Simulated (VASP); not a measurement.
# Si2W (I4/mmm) in VASP: settings compared, part 2 of 2

VASP 6.6.1. The steps go on from the part before.

## Step 5: Relaxation of cell and atoms, LDA

INCAR

```
SYSTEM = Si2W
PREC = Accurate
ENCUT = 600
EDIFF = 1E-6
ISMEAR = -1
SIGMA = 0.05
LREAL = .FALSE.
LASPH = .TRUE.
NELM = 60
ALGO = Normal
ISIF = 3
LWAVE = .FALSE.
LCHARG = .FALSE.
IBRION = 2
NSW = 60
EDIFFG = -0.01
```

KPOINTS

```
Automatic mesh
0
G
  12 12 12
  0 0 0
```

POSCAR

```
Si2W
1.0
   -1.6069000000      1.6069000000      3.9149500000
    1.6069000000     -1.6069000000      3.9149500000
    1.6069000000      1.6069000000     -3.9149500000
W Si
1 2
Direct
    0.0000000000      0.0000000000      0.0000000000
    0.6653000000      0.6653000000      0.0000000000
    0.3347000000      0.3347000000      0.0000000000
```

Potentials or basis: VASP PAW LDA potentials, release 64 (W_sv, Si).

The run is started by

```bash
cat potpaw_LDA.64/W_sv/POTCAR potpaw_LDA.64/Si/POTCAR > POTCAR
mpirun -np 1 vasp_std > vasp.out
```

Run time: 8 min. Hardware: 1 thread of Intel Xeon 6975P-C (Granite Rapids), shared host; peak memory 0.27 GiB.

Results (log left out):

| Quantity | Value |
| --- | --- |
| Free energy | -27.3575 eV |
| Relaxed volume | 13.19 Å³/atom |
| Relaxed cell | a = 4.497 Å, b = 4.497 Å, c = 4.497 Å, α = 138.47°, β = 138.47°, γ = 60.19° |
| Space group after relaxing (to 0.1 Å) | I4/mmm (No. 139) |
| Energy gained by relaxing | 4.6 meV/atom |
| Ionic steps | 8 |
| Pressure after relaxing | 0.0 GPa |
| Band gap on the k mesh | zero (bands 11 and 12 overlap by 1.34 eV) |

Step by step:
```tsv
step	energy change (eV)	largest force (eV/Å)	pressure (GPa)	volume (Å³)
1	0.0000	0.0386	-5.02	40.44
2	0.0367	0.1791	10.63	38.01
3	-0.0137	0.0308	-0.07	39.59
4	-0.0137	0.0325	-0.01	39.57
5	-0.0138	0.0040	0.03	39.56
6	-0.0138	0.0113	0.03	39.56
7	-0.0138	0.0118	0.02	39.56
8	-0.0138	0.0001	-0.03	39.57
```

Final structure:
```
CELL_PARAMETERS angstrom
-1.59452 1.59452 3.89075
1.59452 -1.59452 3.89075
1.59452 1.59452 -3.89075
ATOMIC_POSITIONS crystal
W 0.00000 0.00000 0.00000
Si 0.66541 0.66541 0.00000
Si 0.33459 0.33459 0.00000
```

Levels at points of the mesh, in eV from the Fermi level:
```
           k point  band 8  band 9  band 10  band 11  band 12  band 13  band 14  band 15
(0.00, 0.00, 0.00)   -3.47   -2.91    -2.91     0.60     2.86     2.92     3.16     3.16
(0.50, 0.00, 0.00)   -4.86   -2.87    -2.87    -0.49     2.72     2.82     3.98     4.52
(0.50, 0.50, 0.00)   -5.48   -5.08    -3.36    -1.68     2.86     2.98     3.17     3.94
(0.50, 0.50, 0.50)   -2.66   -0.81    -0.81    -0.55    -0.55     0.78     4.53     5.01
```

Caveat: spin-orbit coupling is left out, which moves the levels of the heavy elements. LDA usually gives volumes a few per cent too small.

## Step 6: Relaxation of cell and atoms, PBEsol+U

INCAR

```
PREC = Accurate
ENCUT = 600
EDIFF = 1E-6
ISMEAR = -1
SIGMA = 0.05
LREAL = F
LASPH = T
NELM = 150
ALGO = Normal
ISIF = 3
LWAVE = F
LCHARG = F
LMAXMIX = 4
LDAU = T
LDAUTYPE = 2
LDAUL = 2 -1
LDAUU = 4 0
LDAUJ = 0 0
LDAUPRINT = 1
GGA = PS
IBRION = 2
NSW = 60
EDIFFG = -0.01
```

KPOINTS

```
Automatic mesh
0
Gamma
  12 12 12
```

POSCAR is that of step 5.

Potentials or basis: VASP PAW PBE potentials, release 64 (W_sv, Si).

The run is started by

```bash
cat potpaw_PBE.64/W_sv/POTCAR potpaw_PBE.64/Si/POTCAR > POTCAR
mpirun -np 1 vasp_std > vasp.out
```

OUTCAR:

```text
PREC = Accurate
   ENCUT = 600
   EDIFF = 1E-6
   ISMEAR = -1
   LREAL = F
   LASPH = T
   NELM = 150
   ISIF = 3
   GGA = PS
   IBRION = 2
   NSW = 60
   EDIFFG = -0.01

 ion  position               nearest neighbor table
   1  0.000  0.000  0.000-   2 2.62   2 2.62   2 2.62   3 2.62   2 2.62   3 2.62   3 2.62   3 2.62
                             2 2.62   3 2.62
   2  0.665  0.665  0.000-   3 2.59   1 2.62   1 2.62   1 2.62   1 2.62   1 2.62   3 2.63   3 2.63
                             3 2.63   3 2.63
   3  0.335  0.335  0.000-   2 2.59   1 2.62   1 2.62   1 2.62   1 2.62   1 2.62   2 2.63   2 2.63
                             2 2.63   2 2.63

  LATTYP: Found a body centered tetragonal cell.
 ALAT       =     3.2138000000
 C/A-ratio  =     2.4363370465

  Lattice vectors:

 A1 = (  -1.6069000000,   1.6069000000,   3.9149500000)
 A2 = (   1.6069000000,  -1.6069000000,   3.9149500000)
 A3 = (   1.6069000000,   1.6069000000,  -3.9149500000)

Analysis of symmetry for initial positions (statically):
=====================================================================
 Subroutine PRICEL returns:
 Original cell was already a primitive cell.

 Routine SETGRP: Setting up the symmetry group for a
 body centered tetragonal supercell.

 Subroutine GETGRP returns: Found 16 space group operations
 (whereof 16 operations were pure point group operations)
 out of a pool of 16 trial point group operations.

[... 351 lines left out ...]
 Free energy of the ion-electron system (eV)
  ---------------------------------------------------
  ext. energy  EPLUGINS =         0.00000000
  ---------------------------------------------------
  free energy    TOTEN  =       -22.09763668 eV

  energy without entropy =      -22.09483566  energy(sigma->0) =      -22.09623617

 E-fermi :  11.8822     XC(G=0): -12.5682

 val. band max:       11.8817614885   @ k =  -0.4167  -0.4167   0.3333
 cond. band min:      11.9115739176   @ k =   0.0833   0.0000   0.0000
 fundamental gap:      0.0298124291
 Fermi energy:        11.8822413244

 k-point     1 :       0.0000    0.0000    0.0000
  band No.  band energies     occupation
      1     -62.4334      2.00000
      2     -26.6523      2.00000
      3     -26.6523      2.00000
      4     -26.6509      2.00000
      5      -2.2247      2.00000
      6       5.0976      2.00000
      7       8.0456      2.00000
      8       8.8997      2.00000
      9       9.0146      2.00000
     10       9.0146      2.00000
     11      12.4181      0.00004
     12      14.4806      0.00000
     13      14.7348      0.00000
     14      14.7838      0.00000
[... 401 lines left out ...]
      2     -26.8379      2.00000
      3     -26.6844      2.00000
      4     -26.6301      2.00000
      5       0.8527      2.00000
      6       3.5557      2.00000
      7       6.0818      2.00000
      8       7.3151      2.00000
      9       9.0630      2.00000
     10       9.4462      2.00000
     11       9.6453      2.00000
     12      13.9133      0.00000
     13      14.8069      0.00000
     14      15.2014      0.00000
     15      16.5297      0.00000

 [... further k-points ...]

------------------------ aborting loop because EDIFF is reached ----------------------------------------

  FORCE on cell =-STRESS in cart. coord.  units (eV):
  Direction    XX          YY          ZZ          XY          YZ          ZX
  --------------------------------------------------------------------------------------
  -------------------------------------------------------------------------------------
  Total        0.0065052      0.0065052      0.0252483      0.0000000      0.0000000      0.0000000
  in kB        0.2553729      0.2553729      0.9911691      0.0000000      0.0000000      0.0000000
  external PRESSURE =       0.5006383 kB  Pullay stress =       0.0000000 kB
[... 18 lines left out ...]
  FREE ENERGIE OF THE ION-ELECTRON SYSTEM (eV)
  ---------------------------------------------------
  free  energy   TOTEN  =       -22.0976366809 eV

  energy  without entropy=      -22.0948356648  energy(sigma->0) =      -22.09623617

 reached required accuracy - stopping structural energy minimisation
```

OSZICAR:

```text
N       E                     dE             d eps       ncg     rms          rms(c)
DAV:   1     0.137743412575E+03    0.13774E+03   -0.12140E+04  4890   0.164E+03
DAV:   2    -0.187016307148E+02   -0.15645E+03   -0.15444E+03  5569   0.382E+02
DAV:   3    -0.231619733746E+02   -0.44603E+01   -0.43784E+01  6563   0.542E+01
[... 34 lines left out ...]
       N       E                     dE             d eps       ncg     rms          rms(c)
DAV:   1    -0.220977070162E+02   -0.13843E-03   -0.32305E-03  5345   0.568E-01    0.496E-02
DAV:   2    -0.220976547179E+02    0.52298E-04   -0.12414E-04  6192   0.101E-01    0.252E-02
DAV:   3    -0.220976368806E+02    0.17837E-04   -0.38098E-05  6136   0.507E-02    0.968E-03
DAV:   4    -0.220976366809E+02    0.19974E-06   -0.26207E-06  5144   0.125E-02
   5 F= -.22097637E+02 E0= -.22096236E+02  d E =-.685098E-04
```

CONTCAR:

```text
Si2W
   1.00000000000000
    -1.6122512967785121    1.6122512967785121    3.9252644446852254
     1.6122512967785121   -1.6122512967785121    3.9252644446852254
     1.6122512967785121    1.6122512967785121   -3.9252644446852254
  W               Si
     1     2
Direct
     0.0000000000000000    0.0000000000000000    0.0000000000000000
     0.6650981503036755    0.6650981503036755    0.0000000000000000
     0.3349018496963245    0.3349018496963245    1.0000000000000000

  0.00000000E+00  0.00000000E+00  0.00000000E+00
  0.00000000E+00  0.00000000E+00  0.00000000E+00
  0.00000000E+00  0.00000000E+00  0.00000000E+00
```

Wall time 4 min (1 thread of AMD EPYC 9R45 (Zen 5), shared host); peak memory 0.26 GiB.

Results:

```
Free energy                           : -22.0976 eV
Relaxed volume                        : 13.60 Å³/atom
Relaxed cell                          : a = 4.539 Å, b = 4.539 Å, c = 4.539 Å, α = 138.39°, β = 138.39°, γ = 60.30°
Space group after relaxing (to 0.1 Å) : I4/mmm (No. 139)
Energy gained by relaxing             : 0.9 meV/atom
Ionic steps                           : 5
Pressure after relaxing               : 0.1 GPa
Largest force after relaxing          : 0.007 eV/Å
Band gap on the k mesh                : zero (bands 11 and 12 overlap by 1.27 eV)
```

Forces in eV/Å, atoms in the order of the input:
```
W    0.000  0.000  0.000
Si   0.000  0.000 -0.007
Si   0.000  0.000  0.007
```

The path:
```
step  energy change (eV)  largest force (eV/Å)  pressure (GPa)  volume (Å³)
   1              0.0000                0.0118            2.14        40.44
   2              0.0054                0.0715           -3.60        41.50
   3             -0.0025                0.0333           -0.01        40.81
   4             -0.0025                0.0330            0.02        40.80
   5             -0.0026                0.0071            0.05        40.81
```

Final structure:
```
W Si
1.0
    -1.61225    1.61225    3.92526
     1.61225   -1.61225    3.92526
     1.61225    1.61225   -3.92526
W Si
1 2
Direct
  0.00000 0.00000 0.00000
  0.66510 0.66510 0.00000
  0.33490 0.33490 0.00000
```

Levels at points of the mesh, in eV from the Fermi level:
```tsv
k point	band 8	band 9	band 10	band 11	band 12	band 13	band 14	band 15
(0.00, 0.00, 0.00)	-2.98	-2.87	-2.87	0.54	2.60	2.85	2.90	2.90
(0.50, 0.00, 0.00)	-4.94	-2.84	-2.61	-0.48	2.70	3.05	3.81	4.36
(0.50, 0.50, 0.00)	-5.55	-5.01	-3.28	-1.94	2.68	3.27	3.45	3.83
(0.50, 0.50, 0.50)	-2.44	-0.93	-0.93	-0.55	-0.55	0.71	4.40	4.77
```

Eigenvalues of the final occupation matrices:
```
    site  spin  trace               eigenvalues
site 1 d     1   1.78  0.24 0.31 0.41 0.41 0.41
site 1 d     2   1.78  0.24 0.31 0.41 0.41 0.41
```

Caveat: the PAW data sets were made with another functional, which shifts forces and pressure a little; spin-orbit coupling is left out, which moves the levels of the heavy elements; U without spin polarisation on a metal has little footing; the U is typed as a test and isn't derived for this compound. Zero-point motion and thermal expansion aren't in these numbers.

## Step 7: Overview

```csv
task,level,potentials or basis,U,cell,cutoff (eV),smearing,gap on the mesh (eV),pressure (GPa),relaxed volume (Å³/atom),largest force (eV/Å)
single point,PBE,"VASP PAW PBE potentials, release 64 (W_sv, Si)",-,"a = 4.527 Å, angles 138.4, 138.4, 60.3°, 3 atoms",520,gaussian 0.011 eV,none,3.3,-,0.08
single point,LDA,"VASP PAW LDA potentials, release 64 (W_sv, Si)",-,"a = 4.527 Å, angles 138.4, 138.4, 60.3°, 3 atoms",520,fermi-dirac 0.05 eV,none,-5.1,-,0.04
single point,PBE,"VASP PAW PBE potentials, release 64 (W_sv, Si)",-,"a = 4.549 Å, angles 138.4, 138.4, 60.2°, 3 atoms",520,fermi-dirac 0.05 eV,none,0.1,-,-
relaxation of cell and atoms,LDA,"VASP PAW LDA potentials, release 64 (W_sv, Si)",-,"relaxed from a = 4.527 Å, angles 138.4, 138.4, 60.3°, 3 atoms",600,fermi-dirac 0.05 eV,none,0.0,13.19,-
relaxation of cell and atoms,PBEsol+U,"VASP PAW PBE potentials, release 64 (W_sv, Si)",W d U = 4.0 eV,"relaxed from a = 4.527 Å, angles 138.4, 138.4, 60.3°, 3 atoms",600,fermi-dirac 0.05 eV,none,0.1,13.60,0.01
```

Alike in all rows: no spin polarisation; k mesh 12 × 12 × 12.

Caveats: spin-orbit coupling is left out, which moves the levels of the heavy elements; the cell stands under pressure (at least some runs); the cell stands under tension (at least some runs); the PAW data sets were made with another functional, which shifts forces and pressure a little (at least some runs); U without spin polarisation on a metal has little footing (at least some runs); the U is typed as a test and isn't derived for this compound (at least some runs).

Absolute energies hang on the potentials; compare differences alone.
